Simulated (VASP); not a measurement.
**Ba: single point with PBE**

Crystal: Ba.

```
Ba
1.0
    -1.92592    1.92592    1.92592
     1.92592   -1.92592    1.92592
     1.92592    1.92592   -1.92592
Ba
1
Direct
  0.00000 0.00000 0.00000
```

- Program: VASP 6.6.1
- Task: single point
- Functional: PBE
- Potentials or basis: VASP PAW PBE potentials, release 64 (Ba_sv)
- Cutoff: 500 eV
- k mesh: 12 × 12 × 12
- Occupations: fermi-dirac, width 0.1 eV
- Spin: no spin polarisation

The pressure is 22.8 GPa. The band gap on the k mesh is zero (bands 5 and 6 overlap by 4.93 eV).

Levels at points of the mesh, in eV from the Fermi level:
```csv
k point,band 3,band 4,band 5,band 6,band 7,band 8
"(0.00, 0.00, 0.00)",-11.95,-11.95,-1.84,2.37,2.37,2.37
"(0.50, 0.00, 0.00)",-13.10,-12.08,-1.93,-0.18,6.00,6.11
"(0.50, 0.50, 0.50)",-14.42,-14.42,-2.79,-2.79,9.45,9.45
```

Wall time 4.8 s on 1 thread of Intel(R) Xeon(R) 6975P-C (Granite Rapids), on a shared host, peak memory 0.15 GiB.

Caveat: the cell stands under pressure; spin-orbit coupling is left out, which moves the levels of the heavy elements.
